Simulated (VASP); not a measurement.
# MgI2 in VASP: notebook

Runs on MgI2. Level: PBE. Tasks: single point.

Everything below comes from runs of VASP 6.6.1. Logs are shortened: lines on timing, memory, paths and dates and some standing lists are left out, and cuts for length are marked.

### Step 1. The cell of the first run

The cell holds a sheet with vacuum, 3 atoms: a = 6.633 Å, b = 7.056 Å, c = 14.000 Å, α = 90.00°, β = 90.00°, γ = 90.00°.

The cell was generated, and may not be a known phase.

### Step 2. Single point, PBE

The input, INCAR:

```
SYSTEM = MgI2
PREC     = Accurate       ! precision mode
ENCUT    = 520            ! plane-wave cutoff, eV
EDIFF    = 1E-6           ! SCF threshold, eV
ISMEAR   = 0              ! smearing method
SIGMA    = 0.1            ! smearing width, eV
LREAL    = .FALSE.        ! projectors in reciprocal space
LASPH    = .TRUE.         ! aspherical terms in the spheres
NELM     = 100            ! most SCF steps
ALGO     = Normal         ! electronic algorithm
ISIF     = 2              ! what is computed and relaxed
LWAVE    = .FALSE.        ! write WAVECAR
LCHARG   = .FALSE.        ! write CHGCAR
LDIPOL   = .TRUE.       
IDIPOL   = 3            
DIPOL    = 0.5 0.5 0.500
GGA      = PE             ! functional
NBANDS   = 15             ! bands
```

The input, KPOINTS:

```
Automatic mesh
0
G
  4 4 1
  0 0 0
```

The input, POSCAR:

```
MgI2
1.0
    6.6331610000      0.0000000000      0.0000000000
    0.0000000000      7.0560570000      0.0000000000
    0.0000000000      0.0000000000     14.0000000000
Mg I
1 2
Direct
    0.5000000000      0.5000000000      0.5000000000
    0.0000000000      0.5000000000      0.5000000000
    0.5000000000      0.0000000000      0.5000000000
```

Potentials or basis: VASP PAW PBE potentials, release 64 (Mg, I).

Run with:

```sh
cat potpaw_PBE.64/Mg/POTCAR potpaw_PBE.64/I/POTCAR > POTCAR
mpirun -np 1 vasp_std > vasp.out
```

OUTCAR:

```text
SYSTEM = MgI2
   PREC = Accurate
   ENCUT = 520
   EDIFF = 1E-6
   ISMEAR = 0
   LREAL = .FALSE.
   LASPH = .TRUE.
   NELM = 100
   ISIF = 2
   GGA = PE

 ion  position               nearest neighbor table
   1  0.500  0.500  0.500-   2 3.32   2 3.32   3 3.53   3 3.53
   2  0.000  0.500  0.500-   1 3.32   1 3.32
   3  0.500  0.000  0.500-   1 3.53   1 3.53

  LATTYP: Found a simple orthorhombic cell.
 ALAT       =     6.6331610000
 B/A-ratio  =     1.0637548222
 C/A-ratio  =     2.1106075972

  Lattice vectors:

 A1 = (   6.6331610000,   0.0000000000,   0.0000000000)
 A2 = (   0.0000000000,   7.0560570000,   0.0000000000)
 A3 = (   0.0000000000,   0.0000000000,  14.0000000000)

Analysis of symmetry for initial positions (statically):
=====================================================================
 Subroutine PRICEL returns:
 Original cell was already a primitive cell.

 Routine SETGRP: Setting up the symmetry group for a
 simple orthorhombic supercell.

 Subroutine GETGRP returns: Found  8 space group operations
 (whereof  8 operations were pure point group operations)
 out of a pool of  8 trial point group operations.

The static configuration has the point symmetry D_2h.

Analysis of symmetry for dynamics (positions and initial velocities):
=====================================================================
 Subroutine PRICEL returns:
 Original cell was already a primitive cell.

 Routine SETGRP: Setting up the symmetry group for a
 simple orthorhombic supercell.

 Subroutine GETGRP returns: Found  8 space group operations
 (whereof  8 operations were pure point group operations)
 out of a pool of  8 trial point group operations.

The dynamic configuration has the point symmetry D_2h.

 Subroutine INISYM returns: Found  8 space group operations
 (whereof  8 operations are pure point group operations),
 and found     1 'primitive' translations

----------------------------------------------------------------------------------------

                                     Primitive cell

  volume of cell :     655.2555

  direct lattice vectors                    reciprocal lattice vectors
     6.633161000  0.000000000  0.000000000     0.150757686  0.000000000  0.000000000
     0.000000000  7.056057000  0.000000000     0.000000000  0.141722211  0.000000000
     0.000000000  0.000000000 14.000000000     0.000000000  0.000000000  0.071428571

  length of vectors
     6.633161000  7.056057000 14.000000000     0.150757686  0.141722211  0.071428571

  position of ions in fractional coordinates (direct lattice)
     0.500000000  0.500000000  0.500000000
     0.000000000  0.500000000  0.500000000
[... 83 lines left out ...]
     AMIX_MAG =   1.60;   BMIX_MAG =  1.00
  volume/ion in A,a.u.               =     218.42      1473.96
  Fermi-wavevector in a.u.,A,eV,Ry     =   0.474946  0.897519  3.069122  0.225574
  Thomas-Fermi vector in A             =   1.469522
   LORBIT       =      0    0 simple, 1 ext, 2 COOP (PROOUT), +10 PAW based schemes
   GGA     = PE    functional components
   LHFCALC =     F    Hartree Fock is set to
   AEXX    =    0.0000 exact exchange contribution
   IVDW    =     0    specifies the selected vdW correction
   LEPSILON=     F    determine dielectric tensor
   LRPA    =     F    only Hartree local field effects (RPA)
 non-spin polarized calculation
 Gauss-broadening in eV      SIGMA  =   0.10
  energy-cutoff  :      520.00
  volume of cell :      655.26
 maximum number of plane-waves:     17674
 NGX is ok and might be reduce to    50
   NGX = 25   NGY = 27   NGZ = 53

 number of electron      15.9999999 magnetization

 dipolmoment           0.000000      0.000000      0.000000 electrons x Angstroem

 Free energy of the ion-electron system (eV)
  ---------------------------------------------------
  ext. energy  EPLUGINS =         0.00000000
  ---------------------------------------------------
  free energy    TOTEN  =        -4.83142737 eV

  energy without entropy =       -4.82125193  energy(sigma->0) =       -4.82633965

 E-fermi :  -4.5993     XC(G=0):  -2.2631

 val. band max:       -4.7028799460   @ k =   0.2500   0.5000   0.0000
 cond. band min:      -4.5750530608   @ k =   0.5000   0.5000   0.0000
 fundamental gap:      0.1278268852
 Fermi energy:        -4.5992590177

 k-point     1 :       0.0000    0.0000    0.0000
  band No.  band energies     occupation
      1     -15.5221      2.00000
      2     -15.1807      2.00000
      3      -6.4424      2.00000
      4      -6.0751      2.00000
      5      -5.3294      2.00000
      6      -4.9375      2.00000
      7      -4.8892      1.99996
      8      -4.7818      1.99017
      9      -4.7443      1.95980
     10      -0.3821      0.00000
     11       0.5191      0.00000
     12       1.6630      0.00000
     13       1.6713      0.00000
     14       1.7181      0.00000
[... 131 lines left out ...]
      2     -15.1889      2.00000
      3      -7.3698      2.00000
      4      -5.4619      2.00000
      5      -5.4339      2.00000
      6      -5.2265      2.00000
      7      -4.9333      2.00000
      8      -4.5751      0.73211
      9      -2.1590      0.00000
     10      -1.1186      0.00000
     11      -0.8876      0.00000
     12      -0.6609      0.00000
     13       1.9571      0.00000
     14       2.0309      0.00000
     15       2.2033      0.00000

------------------------ aborting loop because EDIFF is reached ----------------------------------------

 vacuum level on the upper side and lower side of the slab       (xc-potential included)        -0.101        -0.101

  FORCE on cell =-STRESS in cart. coord.  units (eV):
  Direction    XX          YY          ZZ          XY          YZ          ZX
  --------------------------------------------------------------------------------------
  -------------------------------------------------------------------------------------
  Total       -6.4140275     -6.3038913     -0.0012615      0.0000000      0.0000000      0.0000000
  in kB      -15.6830578    -15.4137618     -0.0030846      0.0000000      0.0000000      0.0000000
  external PRESSURE =     -10.3666347 kB  Pullay stress =       0.0000000 kB

 VOLUME and BASIS-vectors are now :
 -----------------------------------------------------------------------------
  energy-cutoff  :      520.00
  volume of cell :      655.26
      direct lattice vectors                 reciprocal lattice vectors
     6.633161000  0.000000000  0.000000000     0.150757686  0.000000000  0.000000000
     0.000000000  7.056057000  0.000000000     0.000000000  0.141722211  0.000000000
     0.000000000  0.000000000 14.000000000     0.000000000  0.000000000  0.071428571

 POSITION                                       TOTAL-FORCE (eV/Angst)
 -----------------------------------------------------------------------------------
      3.31658      3.52803      7.00000         0.000000      0.000000      0.000000
      0.00000      3.52803      7.00000         0.000000      0.000000      0.000000
      3.31658      0.00000      7.00000         0.000000      0.000000      0.000000
 -----------------------------------------------------------------------------------
    total drift:                                0.000000     -0.000000      0.000000

  FREE ENERGIE OF THE ION-ELECTRON SYSTEM (eV)
  ---------------------------------------------------
  free  energy   TOTEN  =        -4.8314273731 eV

  energy  without entropy=       -4.8212519300  energy(sigma->0) =       -4.82633965

 vacuum level on the upper side and lower side of the slab         1.274         1.274
```

Run time: 71 s. Hardware: 1 thread of Intel Xeon 6975P-C (Granite Rapids), shared host; peak memory 0.65 GiB.

What came out:

```
Free energy            : -4.8314 eV
Band gap on the k mesh : zero (bands 8 and 9 overlap by 0.17 eV)
```

Levels at points of the mesh, in eV from the Fermi level:
| k point | band 5 | band 6 | band 7 | band 8 | band 9 | band 10 | band 11 | band 12 |
| --- | --- | --- | --- | --- | --- | --- | --- | --- |
| (0.00, 0.00, 0.00) | -0.73 | -0.34 | -0.29 | -0.18 | -0.15 | 4.22 | 5.12 | 6.26 |
| (0.50, 0.00, 0.00) | -0.63 | -0.56 | -0.36 | -0.35 | 1.60 | 3.77 | 4.21 | 5.79 |
| (0.00, 0.50, 0.00) | -0.67 | -0.61 | -0.34 | -0.29 | 1.26 | 3.93 | 4.14 | 5.88 |
| (0.50, 0.50, 0.00) | -0.83 | -0.63 | -0.33 | 0.02 | 2.44 | 3.48 | 3.71 | 3.94 |

Caveat: spin-orbit coupling is left out, which moves the levels of the heavy elements.

### Step 3. Single point, PBE

The input, INCAR:

```
ALGO = Normal
DIPOL = 0.5 0.5 0.500
EDIFF = 1E-6
ENCUT = 520
GGA = PE
IDIPOL = 3
ISIF = 2
ISMEAR = 0
LASPH = True
LCHARG = True
LDIPOL = True
LELF = True
LREAL = False
LVACPOTAV = True
LVHAR = True
LWAVE = False
NBANDS = 15
NELM = 100
PREC = Accurate
SIGMA = 0.1
```

The input, KPOINTS:

```
k-points
0
Gamma
  4 4 1
```

POSCAR is that of step 2.

Potentials or basis: VASP PAW PBE potentials, release 64 (Mg, I).

Run with:

```sh
cat potpaw_PBE.64/Mg/POTCAR potpaw_PBE.64/I/POTCAR > POTCAR
mpirun -np 1 vasp_std > vasp.out
```

Wall time 74 s (1 thread of Intel Xeon 6975P-C (Granite Rapids), shared host); peak memory 0.65 GiB.

It converged, with:

- Free energy: -4.8314 eV
- Band gap on the k mesh: zero (bands 8 and 9 overlap by 0.17 eV)

Levels at points of the mesh, in eV from the Fermi level:
```
           k point  band 6  band 7  band 8  band 9  band 10  band 11
(0.00, 0.00, 0.00)   -0.34   -0.29   -0.18   -0.15     4.22     5.12
(0.50, 0.00, 0.00)   -0.56   -0.36   -0.35    1.60     3.77     4.21
(0.00, 0.50, 0.00)   -0.61   -0.34   -0.29    1.26     3.93     4.14
(0.50, 0.50, 0.00)   -0.63   -0.33    0.02    2.44     3.48     3.71
```

Caveat: spin-orbit coupling is left out, which moves the levels of the heavy elements.

The gap in the log of VASP goes by the Fermi energy; the results here count the filled bands.